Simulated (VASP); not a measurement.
A run of VASP 6.6.1:

INCAR

```
SYSTEM = InGa3As4
  PREC = Accurate
  ENCUT = 600
  EDIFF = 1E-6
  ISMEAR = -1
  SIGMA = 0.02
  LREAL = .FALSE.
  LASPH = .TRUE.
  NELM = 120
  ALGO = Normal
  ISIF = 2
  LWAVE = .FALSE.
  LCHARG = .TRUE.
  GGA = PE
  LELF = .TRUE.
  LVHAR = .TRUE.
  NBANDS = 66
  GGA_COMPAT = .FALSE.
```

KPOINTS

```
regular mesh
0
G
  6 6 6
  0 0 0
```

The input POSCAR:

```
InGa3As4
1.0
   -2.8900440255      2.8900440255      5.7688141672
    2.8900440255     -2.8900440255      5.7688141672
    2.8900440255      2.8900440255     -5.7688141672
Ga As In
3 4 1
Direct
    0.7500000000      0.2500000000      0.5000000000
    0.5000000000      0.5000000000      0.0000000000
    0.2500000000      0.7500000000      0.5000000000
    0.1327533333      0.6075492582      0.0000000000
    0.8672466667      0.8672466667      0.4747959249
    0.6075492582      0.1327533333      0.0000000000
    0.3924507418      0.3924507418      0.5252040751
    0.0000000000      0.0000000000      0.0000000000
```

Potentials or basis: VASP PAW PBE potentials, release 64 (Ga_d, As_d, In_d).

The run is started by

```sh
$ cat potpaw_PBE.64/Ga_d/POTCAR potpaw_PBE.64/As_d/POTCAR potpaw_PBE.64/In_d/POTCAR > POTCAR
$ mpirun -np 1 vasp_std > vasp.out
```

Hardware: 1 thread of AMD EPYC 9R45 (Zen 5), with other jobs on the host.

Q: How long does it take, and how much memory?

A: It took 5.9 min on 1 thread of AMD EPYC 9R45 (Zen 5) (shared host), peak memory 0.66 GiB. Counts: scf iterations 15, k points 30.
